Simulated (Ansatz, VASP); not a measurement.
**Al in VASP and in Ansatz**

Contents of INCAR:

```
PREC = Accurate
ENCUT = 520
EDIFF = 1E-6
ISMEAR = -1
SIGMA = 0.05
LREAL = F
LASPH = T
NELM = 100
ALGO = Normal
ISIF = 2
LWAVE = F
LCHARG = F
NBANDS = 8
```

Contents of KPOINTS:

```
regular mesh
0
Gamma
  14 14 14
```

The input POSCAR:

```
Al
1.0
    0.0000000000      2.0239800000      2.0239800000
    2.0239800000      0.0000000000      2.0239800000
    2.0239800000      2.0239800000      0.0000000000
Al
1
Direct
    0.0000000000      0.0000000000      0.0000000000
```

Input for Ansatz:

```yaml
crystal:
  lattice:
    - [0.0, 2.02398, 2.02398]
    - [2.02398, 0.0, 2.02398]
    - [2.02398, 2.02398, 0.0]
  atoms:
    - { symbol: Al, position: [0.0, 0.0, 0.0] }
kpoints:
  mp_grid: { grid: [14, 14, 14] }
  band_path:
    path:
      - [0.0, 0.0, 0.0]
      - [0.5, 0.0, 0.5]
      - [0.625, 0.25, 0.625]
      - [0.375, 0.375, 0.75]
      - [0.0, 0.0, 0.0]
      - [0.5, 0.5, 0.5]
      - [0.5, 0.25, 0.75]
      - [0.5, 0.0, 0.5]
    npoints: 5
scf:
  occupations: { method: fermi_dirac, width: 0.05 }
hamiltonian:
  xc: lda
  pseudopotentials: { kind: all_electron, lapw: { basis_error: 0.001 } }
output:
  forces: true
  stress: true
  eigenvalues: true
```

Alike in both runs: task single point; functional LDA; k mesh 14 × 14 × 14; occupations fermi-dirac, width 0.05 eV; no spin polarisation.

|  | VASP | Ansatz |
| --- | --- | --- |
| version | VASP 6.6.1 | Ansatz 0.2.0 |
| potentials or method | VASP PAW LDA potentials, release 64 (Al), cutoff 520 eV | all-electron LAPW, scalar-relativistic |

|  | VASP | Ansatz | Ansatz less VASP |
| --- | --- | --- | --- |
| pressure (GPa) | -3.8 | -3.8 | -0.03 |

LDA's correlation is that of Perdew and Zunger in VASP and of Perdew and Wang (1992) in Ansatz. Ansatz ran all-electron here, and VASP with PAW potentials.
